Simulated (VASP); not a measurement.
# GaSb (Immm) in VASP: single point with r2SCAN

Aim: the single point of GaSb with r2SCAN.

All numbers are computed with VASP 6.6.1; they aren't measurements. Logs are shortened: lines on timing, memory, paths and dates and some standing lists are left out, and cuts for length are marked.

### Step 1. The cell of the first run

The structure is orthorhombic, space group Immm (No. 71). Conventional cell: a = 3.112 Å, b = 5.350 Å, c = 5.787 Å, α = 90.00°, β = 90.00°, γ = 90.00°. Ga (site symmetry mmm) has 6 Sb at 2.89 to 3.09 Å and 2 Ga at 3.11 Å within 3.8 Å. Sb (site symmetry mmm) has 6 Ga at 2.89 to 3.09 Å and 2 Sb at 3.11 Å within 3.8 Å.

### Step 2. Single point, r2SCAN

Contents of POSCAR:

```
GaSb
1.0
   -1.5559010000      2.6750030000      2.8933130000
    1.5559010000     -2.6750030000      2.8933130000
    1.5559010000      2.6750030000     -2.8933130000
Ga Sb
1 1
Direct
    0.0000000000      0.0000000000      0.0000000000
    0.5000000000      0.5000000000      0.0000000000
```

Contents of INCAR.step1:

```
SYSTEM = GaSb
ALGO     = Normal         ! electronic algorithm
EDIFF    = 1E-4           ! SCF threshold, eV
ENCUT    = 520            ! plane-wave cutoff, eV
GGA      = PE             ! functional
ISMEAR   = 0              ! smearing method
LASPH    = .True.         ! aspherical terms in the spheres
LCHARG   = .False.        ! write CHGCAR
LREAL    = .False.        ! projectors in reciprocal space
LWAVE    = .True.         ! write WAVECAR
NBANDS   = 16             ! bands
NELM     = 60             ! most SCF steps
PREC     = Accurate       ! precision mode
SIGMA    = 0.1            ! smearing width, eV
```

Contents of INCAR.step2:

```
SYSTEM = GaSb
ALGO     = Normal         ! electronic algorithm
EDIFF    = 1E-6           ! SCF threshold, eV
ENCUT    = 520            ! plane-wave cutoff, eV
ISIF     = 2              ! what is computed and relaxed
ISMEAR   = 0              ! smearing method
ISTART   = 1            
LASPH    = .True.         ! aspherical terms in the spheres
LCHARG   = .True.         ! write CHGCAR
LELF     = .True.         ! ELF
LMIXTAU  = .True.       
LREAL    = .False.        ! projectors in reciprocal space
LVHAR    = .True.       
LWAVE    = .False.        ! write WAVECAR
METAGGA  = R2SCAN         ! meta-GGA
NBANDS   = 16             ! bands
NELM     = 60             ! most SCF steps
PREC     = Accurate       ! precision mode
SIGMA    = 0.1            ! smearing width, eV
```

Contents of KPOINTS:

```
k-points
0
Gamma
  6 6 6
  0 0 0
```

Potentials or basis: VASP PAW PBE potentials, release 64 (Ga_d, Sb).

The run is started by

```console
cat potpaw_PBE.64/Ga_d/POTCAR potpaw_PBE.64/Sb/POTCAR > POTCAR
cp INCAR.step1 INCAR
mpirun -np 1 vasp_std > vasp.out
cp INCAR.step2 INCAR
mpirun -np 1 vasp_std > vasp.out
```

OUTCAR:

```text
SYSTEM = GaSb
   EDIFF = 1E-6
   ENCUT = 520
   ISIF = 2
   ISMEAR = 0
   ISTART = 1
   LASPH = .True.
   LREAL = .False.
   METAGGA = R2SCAN
   NELM = 60
   PREC = Accurate

 ion  position               nearest neighbor table
   1  0.000  0.000  0.000-   2 2.89   2 2.89   2 3.09   2 3.09   2 3.09   2 3.09
   2  0.500  0.500  0.000-   1 2.89   1 2.89   1 3.09   1 3.09   1 3.09   1 3.09

  LATTYP: Found a body centered orthorhombic cell.
 ALAT       =     3.1118020000
 B/A-ratio  =     1.7192629865
 C/A-ratio  =     1.8595739703

  Lattice vectors:

 A1 = (  -1.5559010000,   2.6750030000,   2.8933130000)
 A2 = (   1.5559010000,  -2.6750030000,   2.8933130000)
 A3 = (   1.5559010000,   2.6750030000,  -2.8933130000)

Analysis of symmetry for initial positions (statically):
=====================================================================
 Subroutine PRICEL returns:
 Original cell was already a primitive cell.

 Routine SETGRP: Setting up the symmetry group for a
 body centered orthorhombic supercell.

 Subroutine GETGRP returns: Found  8 space group operations
 (whereof  8 operations were pure point group operations)
 out of a pool of  8 trial point group operations.

The static configuration has the point symmetry D_2h.

Analysis of symmetry for dynamics (positions and initial velocities):
=====================================================================
 Subroutine PRICEL returns:
 Original cell was already a primitive cell.

 Routine SETGRP: Setting up the symmetry group for a
 body centered orthorhombic supercell.

 Subroutine GETGRP returns: Found  8 space group operations
 (whereof  8 operations were pure point group operations)
 out of a pool of  8 trial point group operations.

The dynamic configuration has the point symmetry D_2h.

 Subroutine INISYM returns: Found  8 space group operations
 (whereof  8 operations are pure point group operations),
 and found     1 'primitive' translations

----------------------------------------------------------------------------------------

                                     Primitive cell

  volume of cell :      48.1683

[... 77 lines left out ...]
   NGXF,Y,Z  is equivalent  to a cutoff of  25.11, 25.11, 25.11 a.u.
 SYSTEM =  GaSb
   PREC   = accura    normal or accurate (medium, high low for compatibility)
   ISTART =      1    job   : 0-new  1-cont  2-samecut
   ICHARG =      0    charge: 1-file 2-atom 10-const
   ISPIN  =      1    spin polarized calculation?
   LNONCOLLINEAR =      F non collinear calculations
   LSORBIT =      F    spin-orbit coupling
   LASPH  =      T    aspherical Exc in radial PAW
   ENCUT  =  520.0 eV  38.22 Ry    6.18 a.u.   7.88  7.88  7.88*2*pi/ulx,y,z
   NELM   =     60;   NELMIN=  2; NELMDL=  0     # of ELM steps
   EDIFF  = 0.1E-05   stopping-criterion for ELM
   LREAL  =      F    real-space projection
   EDIFFG = 0.1E-04   stopping-criterion for IOM
   NSW    =      0    number of steps for IOM
   IBRION =     -1    ionic relax: 0-MD 1-quasi-New 2-CG
   NFREE  =      0    steps in history (QN), initial steepest desc. (CG)
   ISIF   =      2    stress and relaxation
   ISYM   =      2    0-nonsym 1-usesym 2-fastsym
   POTIM  = 0.5000    time-step for ionic-motion
   TEBEG  =    0.0;   TEEND  =   0.0 temperature during run
   PSTRESS=    0.0 pullay stress
   NELECT =      18.0000    total number of electrons
   NUPDOWN=      -1.0000    fix difference up-down
   EMIN   =  10.00;   EMAX   =-10.00  energy-range for DOS
   EFERMI =   0.00;   METHOD = LEGACY
   ISMEAR =     0;   SIGMA  =   0.10  broadening in eV -4-tet -1-fermi 0-gaus
   EFERMI_NEDOS =   21; number of points for ismear=-14 and -15
   IALGO  =     38    algorithm
   IMIX   =      4    mixing-type and parameters
     AMIX     =   0.40;   BMIX     =  1.00
     AMIX_MAG =   1.60;   BMIX_MAG =  1.00
  volume/ion in A,a.u.               =      24.08       162.53
  Fermi-wavevector in a.u.,A,eV,Ry     =   1.179176  2.228319 18.918287  1.390455
  Thomas-Fermi vector in A             =   2.315491
   LORBIT       =      0    0 simple, 1 ext, 2 COOP (PROOUT), +10 PAW based schemes
   METAGGA = R2SCAN    functional components
   LHFCALC =     F    Hartree Fock is set to
   AEXX    =    0.0000 exact exchange contribution
   IVDW    =     0    specifies the selected vdW correction
   LEPSILON=     F    determine dielectric tensor
   LRPA    =     F    only Hartree local field effects (RPA)
 non-spin polarized calculation
 Gauss-broadening in eV      SIGMA  =   0.10
  energy-cutoff  :      520.00
  volume of cell :       48.17
 maximum number of plane-waves:      1318
   NGX = 15   NGY = 15   NGZ = 15

 number of electron      17.9999989 magnetization

 Free energy of the ion-electron system (eV)
  ---------------------------------------------------
  ext. energy  EPLUGINS =         0.00000000
  ---------------------------------------------------
  free energy    TOTEN  =       -36.98262758 eV

  energy without entropy =      -36.97752919  energy(sigma->0) =      -36.98007838

 E-fermi :   6.7691     XC(G=0): -10.9608

 val. band max:        6.7052800137   @ k =  -0.3333   0.5000   0.3333
 cond. band min:       6.7702625349   @ k =   0.5000   0.3333  -0.0000
 fundamental gap:      0.0649825212
 Fermi energy:         6.7690863457

 k-point     1 :       0.0000    0.0000    0.0000
  band No.  band energies     occupation
      1      -8.9618      2.00000
      2      -8.8682      2.00000
      3      -8.8608      2.00000
      4      -8.8465      2.00000
      5      -8.8068      2.00000
      6      -6.0495      2.00000
[... 433 lines left out ...]
      3      -8.8721      2.00000
      4      -8.8378      2.00000
      5      -8.7940      2.00000
      6      -1.6545      2.00000
[... 8 lines left out ...]
     15      14.4844      0.00000
     16      16.9026      0.00000

 [... further k-points ...]
[... 5 lines left out ...]
  --------------------------------------------------------------------------------------
  -------------------------------------------------------------------------------------
  Total       -0.9249445     -0.5933093      0.0783274     -0.0000000      0.0000000      0.0000000
  in kB      -30.7655435    -19.7346819      2.6053288     -0.0000000      0.0000000      0.0000000
  external PRESSURE =     -15.9649655 kB  Pullay stress =       0.0000000 kB

 VOLUME and BASIS-vectors are now :
 -----------------------------------------------------------------------------
  energy-cutoff  :      520.00
  volume of cell :       48.17
      direct lattice vectors                 reciprocal lattice vectors
    -1.555901000  2.675003000  2.893313000     0.000000000  0.186915678  0.172812274
     1.555901000 -2.675003000  2.893313000     0.321357207  0.000000000  0.172812274
     1.555901000  2.675003000 -2.893313000     0.321357207  0.186915678  0.000000000

 POSITION                                       TOTAL-FORCE (eV/Angst)
 -----------------------------------------------------------------------------------
      0.00000      0.00000      0.00000         0.000000      0.000000      0.000000
      0.00000      0.00000      2.89331        -0.000000     -0.000000     -0.000000
 -----------------------------------------------------------------------------------
    total drift:                                0.000000      0.000000      0.000000

  FREE ENERGIE OF THE ION-ELECTRON SYSTEM (eV)
  ---------------------------------------------------
  free  energy   TOTEN  =       -36.9826275798 eV

  energy  without entropy=      -36.9775291891  energy(sigma->0) =      -36.98007838
```

Run time: 2.1 min. Hardware: 1 thread of AMD EPYC 7R13 (Zen 3), shared host; peak memory 0.18 GiB.

What came out:

```
Free energy            : -36.9826 eV
Pressure               : -1.6 GPa
Band gap on the k mesh : zero (band 9 reaches 8.05 eV, above the bottom of band 10 at 3.42 eV)
```

Stress tensor (GPa, compression positive):
```
-3.08  0.00  0.00
 0.00 -1.97  0.00
 0.00  0.00  0.26
```

Caveat: the k points lie up to 0.39 Å⁻¹ apart; the PAW data sets were made with another functional, which shifts forces and pressure a little; spin-orbit coupling is left out, which moves the levels of the heavy elements.
